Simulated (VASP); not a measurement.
Write the native input for VASP 6.6.1 that does the following.

```yaml
Task: single point
Functional: LDA
Potentials_or_basis: VASP PAW LDA potentials, release 64 (Pt)
Cutoff: 520 eV
k_mesh: 22 × 22 × 22
Occupations: gaussian, width 0.15 eV
Spin: no spin polarisation
Dipole_correction: no
Further_INCAR_settings: ALGO = Normal; EDIFF = 1e-06; NBANDS = 11
```

The structure of Pt lies in POSCAR:

```
Pt
1.0
    0.0000000000      1.9141702619      1.7719474115
    1.9141702619      0.0000000000      1.7719474115
    1.9141702619      1.9141702619      0.0000000000
Pt
1
Direct
    0.0000000000      0.0000000000      0.0000000000
```

This cell differs from its parent crystal: volume 12.985 Å^3 an atom, c/a of the conventional cell 0.9257.

One way to write it, as run:

INCAR

```
ALGO     = Normal         # electronic algorithm
EDIFF    = 1E-6           # SCF threshold, eV
ENCUT    = 520            # plane-wave cutoff, eV
ISIF     = 2              # what is computed and relaxed
ISMEAR   = 0              # smearing method
LASPH    = T              # aspherical terms in the spheres
LCHARG   = F              # write CHGCAR
LREAL    = F              # projectors in reciprocal space
LWAVE    = F              # write WAVECAR
NBANDS   = 11             # bands
NELM     = 100            # most SCF steps
PREC     = Accurate       # precision mode
SIGMA    = 0.15           # smearing width, eV
```

KPOINTS

```
k-points
0
Gamma
  22 22 22
```

Potentials or basis: VASP PAW LDA potentials, release 64 (Pt).

Command:

```bash
$ cat potpaw_LDA.64/Pt/POTCAR > POTCAR
$ mpirun -np 1 vasp_std > vasp.out
```

It gave:

- Pressure: 57.4 GPa
- Band gap on the k mesh: zero (band 5 reaches 15.37 eV, above the bottom of band 6 at 11.99 eV)

Caveat: spin-orbit coupling is left out, which moves the levels of the heavy elements.

It took 45 s on 1 thread of AMD EPYC 9R45 96-Core Processor (Zen 5) (shared host), peak memory 0.19 GiB.
